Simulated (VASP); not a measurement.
A run of VASP 6.6.1 is set up as follows.

The input POSCAR:

```
HfO2
1.0
    5.2472091409      0.0000000000      0.0000000000
    0.0000000000      5.0307626710      0.0000000000
    0.0000000000      0.0000000000      5.0597813407
Hf O
4 8
Direct
    0.0227242601      0.2619058905      0.2300690865
    0.4772757404      0.2619058905      0.7300690865
    0.5227242601      0.7380941085      0.2300690865
    0.9772757404      0.7380941085      0.7300690865
    0.3472231990      0.0656796219      0.3858764244
    0.1527768015      0.0656796219      0.8858764244
    0.7527589746      0.4561101283      0.4970544891
    0.7472410259      0.4561101283      0.9970544891
    0.2472410259      0.5438898737      0.9970544891
    0.2527589716      0.5438898737      0.4970544891
    0.8472231990      0.9343203771      0.3858764244
    0.6527768015      0.9343203771      0.8858764244
```

Contents of INCAR.step1:

```
PREC = Accurate ; ENCUT = 520
ISMEAR = 0 ; SIGMA = 0.01
LREAL = False ; LASPH = True
NELM = 60 ; NBANDS = 56
GGA = PE ; ALGO = Normal
EDIFF = 1E-4 ; LWAVE = True
LCHARG = False
```

INCAR.step2

```
PREC = Accurate ; ENCUT = 520
EDIFF = 1E-7 ; ISMEAR = 0
SIGMA = 0.01 ; LREAL = False
LASPH = True ; NELM = 60
ALGO = Normal ; ISIF = 2
LWAVE = False ; LCHARG = False
METAGGA = R2SCAN ; LMIXTAU = True
NBANDS = 56 ; ISTART = 1
```

Contents of KPOINTS:

```
regular mesh
0
Gamma
  6 6 6
```

Potentials or basis: VASP PAW PBE potentials, release 64 (Hf_pv, O).

The run is started by

```sh
$ cat potpaw_PBE.64/Hf_pv/POTCAR potpaw_PBE.64/O/POTCAR > POTCAR
$ cp INCAR.step1 INCAR
$ mpirun -np 1 vasp_std > vasp.out
$ cp INCAR.step2 INCAR
$ mpirun -np 1 vasp_std > vasp.out
```

Question: Predict the band gap on the k mesh.

Answer: 4.70 eV (least direct gap 5.20 eV).

Question: What does it give for the largest force?

Answer: 0.980 eV/Å.

Question: Estimate the pressure.

Answer: -2.8 GPa.

Forces on the atoms (eV/Å):
```
Hf   0.493  0.669  0.521
Hf  -0.493  0.669  0.521
Hf   0.493 -0.669  0.521
Hf  -0.493 -0.669  0.521
O    0.464 -0.064 -0.120
O   -0.464 -0.064 -0.120
O   -0.453  0.174 -0.401
O    0.453  0.174 -0.401
O    0.453 -0.174 -0.401
O   -0.453 -0.174 -0.401
O    0.464  0.064 -0.120
O   -0.464  0.064 -0.120
```

Caveat: the cell differs from its parent crystal (atoms moved along the polar distortion); the PAW data sets were made with another functional, which shifts forces and pressure a little; spin-orbit coupling is left out, which moves the levels of the heavy elements. A k mesh can miss the band edges.
